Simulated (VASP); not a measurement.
# W (R3m) in VASP: single point with PBE

Aim: the single point of W with PBE.

Everything below comes from runs of VASP 6.6.1. Logs are shortened: lines on timing, memory, paths and dates and some standing lists are left out, and cuts for length are marked.

## Step 1: The cell of the first run

Symmetry: R3m, No. 160, trigonal system. The conventional cell has a = 9.036 Å, b = 9.036 Å, c = 5.533 Å, α = 90.00°, β = 90.00°, γ = 120.00°. W (site symmetry 3m) has 14 W at 2.60 to 3.29 Å within 3.4 Å. Within 3.4 Å of W (site symmetry 3m) lie 14 W at 2.60 to 3.19 Å. Within 3.6 Å of W (site symmetry m) lie 14 W at 2.72 to 3.19 Å. Within 3.6 Å of W (site symmetry m) lie 14 W at 2.77 to 3.29 Å.

## Step 2: Single point, PBE (atom 1 (W) moved +0.167 Å towards its neighbour atom 2 (W) at 2.767 Å)

Contents of INCAR:

```
PREC = Accurate ; ENCUT = 520
EDIFF = 1E-6 ; ISMEAR = 0
SIGMA = 0.15 ; LREAL = F
LASPH = T ; NELM = 80
ALGO = Fast ; ISIF = 2
LWAVE = F ; LCHARG = F
GGA = PE ; NBANDS = 66
```

Contents of KPOINTS:

```
regular mesh
0
Gamma
  10 10 10
```

Contents of POSCAR:

```
W
1.0
   -3.1946000000     -3.1946000000      3.1946000000
   -3.1946000000      3.1946000000     -3.1946000000
    3.1946000000     -3.1946000000     -3.1946000000
W
8
Direct
    0.4698728198      0.5000000000      0.5000000000
    0.0000000000      0.5000000000      0.5000000000
    0.5000000000      0.0000000000      0.5000000000
    0.0000000000      0.0000000000      0.5000000000
    0.5000000000      0.5000000000      0.0000000000
    0.0000000000      0.5000000000      0.0000000000
    0.5000000000      0.0000000000      0.0000000000
    0.0000000000      0.0000000000      0.0000000000
```

Potentials or basis: VASP PAW PBE potentials, release 64 (W_sv).

Run with:

```console
$ cat potpaw_PBE.64/W_sv/POTCAR > POTCAR
$ mpirun -np 1 vasp_std > vasp.out
```

OUTCAR:

```text
PREC = Accurate
   ENCUT = 520
   EDIFF = 1E-6
   ISMEAR = 0
   LREAL = F
   LASPH = T
   NELM = 80
   ISIF = 2
   GGA = PE

 ion  position               nearest neighbor table
   1  0.470  0.500  0.500-   2 2.60   8 2.72   5 2.72   3 2.72   5 2.83   3 2.83   8 2.83   2 2.93
                             7 3.10   4 3.10   6 3.10   4 3.29   7 3.29   6 3.29
   2  0.000  0.500  0.500-   1 2.60   4 2.77   6 2.77   7 2.77   6 2.77   4 2.77   7 2.77   1 2.93
                             5 3.19   8 3.19   8 3.19   5 3.19   3 3.19   3 3.19
   3  0.500  0.000  0.500-   1 2.72   6 2.77   7 2.77   7 2.77   4 2.77   4 2.77   6 2.77   1 2.83
                             5 3.19   5 3.19   8 3.19   8 3.19   2 3.19   2 3.19
   4  0.000  0.000  0.500-   2 2.77   3 2.77   5 2.77   8 2.77   8 2.77   2 2.77   3 2.77   5 2.77
                             1 3.10   6 3.19   7 3.19   7 3.19   6 3.19   1 3.29
   5  0.500  0.500  0.000-   1 2.72   6 2.77   7 2.77   4 2.77   7 2.77   6 2.77   4 2.77   1 2.83
                             2 3.19   3 3.19   8 3.19   2 3.19   8 3.19   3 3.19
   6  0.000  0.500  0.000-   2 2.77   3 2.77   5 2.77   8 2.77   2 2.77   8 2.77   5 2.77   3 2.77
                             1 3.10   4 3.19   7 3.19   7 3.19   4 3.19   1 3.29
   7  0.500  0.000  0.000-   2 2.77   3 2.77   5 2.77   8 2.77   3 2.77   5 2.77   8 2.77   2 2.77
                             1 3.10   4 3.19   4 3.19   6 3.19   6 3.19   1 3.29
   8  0.000  0.000  0.000-   1 2.72   4 2.77   6 2.77   7 2.77   4 2.77   6 2.77   7 2.77   1 2.83
                             3 3.19   2 3.19   2 3.19   3 3.19   5 3.19   5 3.19

  LATTYP: Found a body centered cubic cell.
 ALAT       =     6.3892000000

  Lattice vectors:

 A1 = (  -3.1946000000,  -3.1946000000,   3.1946000000)
 A2 = (  -3.1946000000,   3.1946000000,  -3.1946000000)
 A3 = (   3.1946000000,  -3.1946000000,  -3.1946000000)

Analysis of symmetry for initial positions (statically):
=====================================================================
 Subroutine PRICEL returns:
 Original cell was already a primitive cell.

 Routine SETGRP: Setting up the symmetry group for a
 body centered cubic supercell.

 Subroutine GETGRP returns: Found  6 space group operations
 (whereof  2 operations were pure point group operations)
 out of a pool of 48 trial point group operations.

The static configuration has the point symmetry C_1h.
 The point group associated with its full space group is C_3v.

Analysis of symmetry for dynamics (positions and initial velocities):
=====================================================================
 Subroutine PRICEL returns:
 Original cell was already a primitive cell.

 Routine SETGRP: Setting up the symmetry group for a
 body centered cubic supercell.

 Subroutine GETGRP returns: Found  6 space group operations
 (whereof  2 operations were pure point group operations)
[... 129 lines left out ...]
   EFERMI =   0.00;   METHOD = LEGACY
   ISMEAR =     0;   SIGMA  =   0.15  broadening in eV -4-tet -1-fermi 0-gaus
   EFERMI_NEDOS =   21; number of points for ismear=-14 and -15
   IALGO  =     68    algorithm
   IMIX   =      4    mixing-type and parameters
     AMIX     =   0.40;   BMIX     =  1.00
     AMIX_MAG =   1.60;   BMIX_MAG =  1.00
  volume/ion in A,a.u.               =      16.30       110.01
  Fermi-wavevector in a.u.,A,eV,Ry     =   1.556125  2.940649 32.946829  2.421524
  Thomas-Fermi vector in A             =   2.659966
   LORBIT       =      0    0 simple, 1 ext, 2 COOP (PROOUT), +10 PAW based schemes
   GGA     = PE    functional components
   LHFCALC =     F    Hartree Fock is set to
   AEXX    =    0.0000 exact exchange contribution
   IVDW    =     0    specifies the selected vdW correction
   LEPSILON=     F    determine dielectric tensor
   LRPA    =     F    only Hartree local field effects (RPA)
 non-spin polarized calculation
 RMM-DIIS sequential band-by-band and
 Gauss-broadening in eV      SIGMA  =   0.15
  energy-cutoff  :      520.00
  volume of cell :      130.41
 maximum number of plane-waves:      3564
 NGX is ok and might be reduce to    42
   NGX = 21   NGY = 21   NGZ = 21

 number of electron     112.0000003 magnetization

 Free energy of the ion-electron system (eV)
  ---------------------------------------------------
  ext. energy  EPLUGINS =         0.00000000
  ---------------------------------------------------
  free energy    TOTEN  =      -103.44637809 eV

  energy without entropy =     -103.41114974  energy(sigma->0) =     -103.42876391

 E-fermi :  11.0507     XC(G=0): -13.4795

 val. band max:       11.0497928777   @ k =   0.2000  -0.4000   0.5000
 cond. band min:      11.0507811284   @ k =   0.5000   0.5000   0.4000
 fundamental gap:      0.0009882507
 Fermi energy:        11.0507201444

 k-point     1 :       0.0000    0.0000    0.0000
  band No.  band energies     occupation
      1     -63.1763      2.00000
      2     -63.0640      2.00000
      3     -63.0640      2.00000
      4     -63.0593      2.00000
      5     -63.0593      2.00000
      6     -63.0467      2.00000
[... 1645 lines left out ...]
     65      13.1958      0.00000
     66      13.5194      0.00000

 [... further k-points ...]

------------------------ aborting loop because EDIFF is reached ----------------------------------------

  FORCE on cell =-STRESS in cart. coord.  units (eV):
  Direction    XX          YY          ZZ          XY          YZ          ZX
  --------------------------------------------------------------------------------------
  -------------------------------------------------------------------------------------
  Total       -1.3626831     -1.3626831     -1.3626831      0.0591016     -0.0591016     -0.0591016
  in kB      -16.7415633    -16.7415633    -16.7415633      0.7261061     -0.7261061     -0.7261061
  external PRESSURE =     -16.7415633 kB  Pullay stress =       0.0000000 kB

 VOLUME and BASIS-vectors are now :
 -----------------------------------------------------------------------------
  energy-cutoff  :      520.00
  volume of cell :      130.41
      direct lattice vectors                 reciprocal lattice vectors
    -3.194600000 -3.194600000  3.194600000    -0.156514118 -0.156514118  0.000000000
    -3.194600000  3.194600000 -3.194600000    -0.156514118  0.000000000 -0.156514118
     3.194600000 -3.194600000 -3.194600000     0.000000000 -0.156514118 -0.156514118

 POSITION                                       TOTAL-FORCE (eV/Angst)
 -----------------------------------------------------------------------------------
     -1.50106     -1.50106     -1.69354        -1.569162     -1.569162      1.569162
      0.00000      0.00000     -3.19460         0.672752      0.672752     -0.672752
      0.00000     -3.19460      0.00000        -0.166863      0.236922     -0.236922
      1.59730     -1.59730     -1.59730         0.534751      0.027339     -0.027339
     -3.19460      0.00000      0.00000         0.236922     -0.166863     -0.236922
     -1.59730      1.59730     -1.59730         0.027339      0.534751     -0.027339
     -1.59730     -1.59730      1.59730         0.027339      0.027339     -0.534751
      0.00000      0.00000      0.00000         0.236922      0.236922      0.166863
 -----------------------------------------------------------------------------------
    total drift:                                0.000014      0.000014     -0.000015

  FREE ENERGIE OF THE ION-ELECTRON SYSTEM (eV)
  ---------------------------------------------------
  free  energy   TOTEN  =      -103.4463780852 eV

  energy  without entropy=     -103.4111497388  energy(sigma->0) =     -103.42876391
```

stdout:

```text
POSCAR found type information on POSCAR W
 POSCAR found :  1 types and       8 ions
 scaLAPACK will be used
 LDA part: xc-table for (Slater+PW92), standard interpolation
 POSCAR, INCAR and KPOINTS ok, starting setup
 FFT: planning ... GRIDC
 FFT: planning ... GRID_SOFT
 FFT: planning ... GRID
 WAVECAR not read
 entering main loop
WARNING in EDDRMM: call to ZHEGV failed, returncode =   8  4     61
```

It took 16 min on 1 thread of Oxide Virtual Turin-like, shared host; peak memory 0.68 GiB.

Results:

```yaml
Free_energy: -103.4464 eV
Pressure: -1.7 GPa
Largest_force: 2.718 eV/Å
Band_gap_on_the_k_mesh: zero (bands 56 and 57 overlap by 1.17 eV)
```

Forces on the atoms (eV/Å):
```
W   -1.569 -1.569  1.569
W    0.673  0.673 -0.673
W   -0.167  0.237 -0.237
W    0.535  0.027 -0.027
W    0.237 -0.167 -0.237
W    0.027  0.535 -0.027
W    0.027  0.027 -0.535
W    0.237  0.237  0.167
```

Stress tensor (GPa, compression positive):
```
-1.67  0.07 -0.07
 0.07 -1.67 -0.07
-0.07 -0.07 -1.67
```

Caveat: the cell differs from its parent crystal (atom 1 (W) moved +0.167 Å towards its neighbour atom 2 (W) at 2.767 Å); spin-orbit coupling is left out, which moves the levels of the heavy elements; forces of over 1 eV/Å act on the atoms, so gaps and moduli don't describe the material at rest.
